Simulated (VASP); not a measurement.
# HfN (Fm-3m) in VASP: a series of runs

The runs below take HfN through single point, with r2SCAN.

Everything below comes from runs of VASP 6.6.1. Logs are shortened: lines on timing, memory, paths and dates and some standing lists are left out, and cuts for length are marked.

## (1) The cell of the first run

The structure is cubic, space group Fm-3m (No. 225). Conventional cell: a = 4.525 Å, b = 4.525 Å, c = 4.525 Å, α = 90.00°, β = 90.00°, γ = 90.00°. Within 3.0 Å of Hf (site symmetry m-3m) lie 6 N at 2.26 Å. Within 3.0 Å of N (site symmetry m-3m) lie 6 Hf at 2.26 Å.

## (2) Single point, r2SCAN

Input file POSCAR:

```
HfN
1.0
    0.0000000000      2.2627375537      2.2627375537
    2.2627375537      0.0000000000      2.2627375537
    2.2627375537      2.2627375537      0.0000000000
Hf N
1 1
Direct
    0.0000000000      0.0000000000      0.0000000000
    0.5000000000      0.5000000000      0.5000000000
```

Input file INCAR.step1:

```
SYSTEM = HfN
  PREC = Accurate
  ENCUT = 520
  ISMEAR = 0
  SIGMA = 0.1
  LREAL = .False.
  LASPH = .True.
  NELM = 80
  NBANDS = 14
  GGA = PE
  ALGO = Normal
  EDIFF = 1E-4
  LWAVE = .True.
  LCHARG = .False.
```

Input file INCAR.step2:

```
SYSTEM = HfN
  PREC = Accurate
  ENCUT = 520
  EDIFF = 1E-6
  ISMEAR = 0
  SIGMA = 0.1
  LREAL = .False.
  LASPH = .True.
  NELM = 80
  ALGO = Normal
  ISIF = 2
  LWAVE = .False.
  LCHARG = .False.
  METAGGA = R2SCAN
  LMIXTAU = .True.
  NBANDS = 14
  ISTART = 1
```

Input file KPOINTS:

```
regular mesh
0
Gamma
  16 16 16
  0 0 0
```

Potentials or basis: VASP PAW PBE potentials, release 64 (Hf_pv, N).

Started as:

```
$ cat potpaw_PBE.64/Hf_pv/POTCAR potpaw_PBE.64/N/POTCAR > POTCAR
$ cp INCAR.step1 INCAR
$ mpirun -np 1 vasp_std > vasp.out
$ cp INCAR.step2 INCAR
$ mpirun -np 1 vasp_std > vasp.out
```

OUTCAR:

```text
SYSTEM = HfN
   PREC = Accurate
   ENCUT = 520
   EDIFF = 1E-6
   ISMEAR = 0
   LREAL = .False.
   LASPH = .True.
   NELM = 80
   ISIF = 2
   METAGGA = R2SCAN
   ISTART = 1

 ion  position               nearest neighbor table
   1  0.000  0.000  0.000-   2 2.26   2 2.26   2 2.26   2 2.26   2 2.26   2 2.26
   2  0.500  0.500  0.500-   1 2.26   1 2.26   1 2.26   1 2.26   1 2.26   1 2.26

  LATTYP: Found a face centered cubic cell.
 ALAT       =     4.5254751074

  Lattice vectors:

 A1 = (   0.0000000000,   2.2627375537,   2.2627375537)
 A2 = (   2.2627375537,   0.0000000000,   2.2627375537)
 A3 = (   2.2627375537,   2.2627375537,   0.0000000000)

Analysis of symmetry for initial positions (statically):
=====================================================================
 Subroutine PRICEL returns:
 Original cell was already a primitive cell.

 Routine SETGRP: Setting up the symmetry group for a
 face centered cubic supercell.

 Subroutine GETGRP returns: Found 48 space group operations
 (whereof 48 operations were pure point group operations)
 out of a pool of 48 trial point group operations.

The static configuration has the point symmetry O_h .

Analysis of symmetry for dynamics (positions and initial velocities):
=====================================================================
 Subroutine PRICEL returns:
 Original cell was already a primitive cell.

 Routine SETGRP: Setting up the symmetry group for a
 face centered cubic supercell.

 Subroutine GETGRP returns: Found 48 space group operations
 (whereof 48 operations were pure point group operations)
 out of a pool of 48 trial point group operations.

The dynamic configuration has the point symmetry O_h .

 Subroutine INISYM returns: Found 48 space group operations
 (whereof 48 operations are pure point group operations),
 and found     1 'primitive' translations

----------------------------------------------------------------------------------------

                                     Primitive cell

  volume of cell :      23.1703

  direct lattice vectors                    reciprocal lattice vectors
     0.000000000  2.262737554  2.262737554    -0.220971274  0.220971274  0.220971274
     2.262737554  0.000000000  2.262737554     0.220971274 -0.220971274  0.220971274
     2.262737554  2.262737554  0.000000000     0.220971274  0.220971274 -0.220971274

  length of vectors
     3.199994137  3.199994137  3.199994137     0.382733474  0.382733474  0.382733474

[... 85 lines left out ...]
   NFREE  =      0    steps in history (QN), initial steepest desc. (CG)
   ISIF   =      2    stress and relaxation
   ISYM   =      2    0-nonsym 1-usesym 2-fastsym
   POTIM  = 0.5000    time-step for ionic-motion
   TEBEG  =    0.0;   TEEND  =   0.0 temperature during run
   PSTRESS=    0.0 pullay stress
   NELECT =      15.0000    total number of electrons
   NUPDOWN=      -1.0000    fix difference up-down
   EMIN   =  10.00;   EMAX   =-10.00  energy-range for DOS
   EFERMI =   0.00;   METHOD = LEGACY
   ISMEAR =     0;   SIGMA  =   0.10  broadening in eV -4-tet -1-fermi 0-gaus
   EFERMI_NEDOS =   21; number of points for ismear=-14 and -15
   IALGO  =     38    algorithm
   IMIX   =      4    mixing-type and parameters
     AMIX     =   0.40;   BMIX     =  1.00
     AMIX_MAG =   1.60;   BMIX_MAG =  1.00
  volume/ion in A,a.u.               =      11.59        78.18
  Fermi-wavevector in a.u.,A,eV,Ry     =   1.416210  2.676249 27.288545  2.005651
  Thomas-Fermi vector in A             =   2.537568
   LORBIT       =      0    0 simple, 1 ext, 2 COOP (PROOUT), +10 PAW based schemes
   METAGGA = R2SCAN    functional components
   LHFCALC =     F    Hartree Fock is set to
   AEXX    =    0.0000 exact exchange contribution
   IVDW    =     0    specifies the selected vdW correction
   LEPSILON=     F    determine dielectric tensor
   LRPA    =     F    only Hartree local field effects (RPA)
 non-spin polarized calculation
 Gauss-broadening in eV      SIGMA  =   0.10
  energy-cutoff  :      520.00
  volume of cell :       23.17
 maximum number of plane-waves:       636
   NGX = 11   NGY = 11   NGZ = 11

 number of electron      15.0000000 magnetization

 Free energy of the ion-electron system (eV)
  ---------------------------------------------------
  ext. energy  EPLUGINS =         0.00000000
  ---------------------------------------------------
  free energy    TOTEN  =       -58.23719299 eV

  energy without entropy =      -58.23433459  energy(sigma->0) =      -58.23576379

 E-fermi :   8.4865     XC(G=0): -13.5328

 val. band max:        8.4837859254   @ k =  -0.1250   0.0625   0.0000
 cond. band min:       8.4998594141   @ k =   0.3750   0.1250   0.0000
 fundamental gap:      0.0160734887
 Fermi energy:         8.4865002218

 k-point     1 :       0.0000    0.0000    0.0000
  band No.  band energies     occupation
      1     -24.0698      2.00000
      2     -24.0698      2.00000
      3     -24.0698      2.00000
      4     -10.1838      2.00000
      5       5.0662      2.00000
      6       5.0662      2.00000
      7       5.0662      2.00000
      8       8.1512      2.00000
      9       8.1512      2.00000
     10       8.1512      2.00000
     11      10.4854      0.00000
     12      10.4854      0.00000
     13      10.4995      0.00000
     14      18.5218      0.00000
[... 377 lines left out ...]
      1     -24.1649      2.00000
      2     -24.0932      2.00000
      3     -24.0712      2.00000
      4      -9.9514      2.00000
      5       4.0579      2.00000
      6       4.4064      2.00000
      7       4.7328      2.00000
      8       8.2981      1.99229
      9       8.3286      1.97444
     10       8.7698      0.00006
     11      10.6465      0.00000
     12      11.4851      0.00000
     13      11.5307      0.00000
     14      19.3235      0.00000

 [... further k-points ...]
[... 5 lines left out ...]
  --------------------------------------------------------------------------------------
  -------------------------------------------------------------------------------------
  Total       -0.3889931     -0.3889931     -0.3889931      0.0000000      0.0000000      0.0000000
  in kB      -26.8979971    -26.8979971    -26.8979971      0.0000000      0.0000000      0.0000000
  external PRESSURE =     -26.8979971 kB  Pullay stress =       0.0000000 kB

 VOLUME and BASIS-vectors are now :
 -----------------------------------------------------------------------------
  energy-cutoff  :      520.00
  volume of cell :       23.17
      direct lattice vectors                 reciprocal lattice vectors
     0.000000000  2.262737554  2.262737554    -0.220971274  0.220971274  0.220971274
     2.262737554  0.000000000  2.262737554     0.220971274 -0.220971274  0.220971274
     2.262737554  2.262737554  0.000000000     0.220971274  0.220971274 -0.220971274

 POSITION                                       TOTAL-FORCE (eV/Angst)
 -----------------------------------------------------------------------------------
      0.00000      0.00000      0.00000         0.000000      0.000000      0.000000
      2.26274      2.26274      2.26274        -0.000000     -0.000000     -0.000000
 -----------------------------------------------------------------------------------
    total drift:                                0.000000     -0.000000     -0.000000

  FREE ENERGIE OF THE ION-ELECTRON SYSTEM (eV)
  ---------------------------------------------------
  free  energy   TOTEN  =       -58.2371929944 eV

  energy  without entropy=      -58.2343345851  energy(sigma->0) =      -58.23576379
```

OUTCAR.step1:

```text
SYSTEM = HfN
   PREC = Accurate
   ENCUT = 520
   ISMEAR = 0
   LREAL = .False.
   LASPH = .True.
[... 629 lines left out ...]
      0.00000      0.00000      0.00000         0.000000     -0.000000     -0.000000
      2.26274      2.26274      2.26274        -0.000000      0.000000      0.000000
 -----------------------------------------------------------------------------------
    total drift:                                0.000000     -0.000000     -0.000000

  FREE ENERGIE OF THE ION-ELECTRON SYSTEM (eV)
  ---------------------------------------------------
  free  energy   TOTEN  =       -21.7593211113 eV

  energy  without entropy=      -21.7563835029  energy(sigma->0) =      -21.75785231
```

Wall time 2.1 min (1 thread of AMD EPYC 9R45 (Zen 5), shared host); peak memory 0.15 GiB.

What came out:

| Item | Value |
| --- | --- |
| Free energy | -58.2372 eV |
| Pressure | -2.7 GPa |
| Band gap on the k mesh | zero (an odd number of electrons rules out a gap without spin polarisation) |

Caveat: the PAW data sets were made with another functional, which shifts forces and pressure a little; spin-orbit coupling is left out, which moves the levels of the heavy elements; an odd number of electrons without spin polarisation forces a metal; a magnetic or distorted state may lie lower.

## (3) Single point, r2SCAN

This run uses another cell than the first one, of 11.71 Å³/atom.

Input file POSCAR:

```
HfN
1.0
    0.0000000000      2.2711195833      2.2711195833
    2.2711195833      0.0000000000      2.2711195833
    2.2711195833      2.2711195833      0.0000000000
Hf N
1 1
Direct
    0.0000000000      0.0000000000      0.0000000000
    0.5000000000      0.5000000000      0.5000000000
```

Input file INCAR.step1:

```
SYSTEM = HfN
PREC = Accurate
ENCUT = 520
ISMEAR = 0
SIGMA = 0.1
LREAL = .False.
LASPH = .True.
NELM = 60
NBANDS = 14
GGA = PE
ALGO = Normal
EDIFF = 1E-4
LWAVE = .True.
LCHARG = .False.
```

Input file INCAR.step2:

```
SYSTEM = HfN
PREC = Accurate
ENCUT = 520
EDIFF = 1E-7
ISMEAR = 0
SIGMA = 0.1
LREAL = .False.
LASPH = .True.
NELM = 60
ALGO = Normal
ISIF = 2
LWAVE = .False.
LCHARG = .True.
METAGGA = R2SCAN
LMIXTAU = .True.
LELF = .True.
LVHAR = .True.
NBANDS = 14
ISTART = 1
```

KPOINTS is that of step 2.

Potentials or basis: VASP PAW PBE potentials, release 64 (Hf_pv, N).

Started as:

```
$ cat potpaw_PBE.64/Hf_pv/POTCAR potpaw_PBE.64/N/POTCAR > POTCAR
$ cp INCAR.step1 INCAR
$ mpirun -np 1 vasp_std > vasp.out
$ cp INCAR.step2 INCAR
$ mpirun -np 1 vasp_std > vasp.out
```

It took 2.3 min on 1 thread of AMD EPYC 9R45 (Zen 5), shared host; peak memory 0.15 GiB.

It converged, with:

| Quantity | Value |
| --- | --- |
| Free energy | -58.2308 eV |
| Pressure | -5.7 GPa |
| Band gap on the k mesh | zero (an odd number of electrons rules out a gap without spin polarisation) |

Levels at points of the mesh, in eV from the Fermi level:
| k point | band 5 | band 6 | band 7 | band 8 | band 9 | band 10 | band 11 | band 12 |
| --- | --- | --- | --- | --- | --- | --- | --- | --- |
| (0.00, 0.00, 0.00) | -3.40 | -3.40 | -3.40 | -0.33 | -0.33 | -0.33 | 1.91 | 1.97 |
| (0.50, 0.00, 0.00) | -9.25 | -6.56 | -6.56 | 3.31 | 3.70 | 3.70 | 4.52 | 8.88 |
| (0.50, 0.50, 0.00) | -5.93 | -4.12 | -4.12 | -3.82 | 4.05 | 5.43 | 5.43 | 5.62 |

Caveat: the cell stands under tension; the PAW data sets were made with another functional, which shifts forces and pressure a little; spin-orbit coupling is left out, which moves the levels of the heavy elements; an odd number of electrons without spin polarisation forces a metal; a magnetic or distorted state may lie lower.
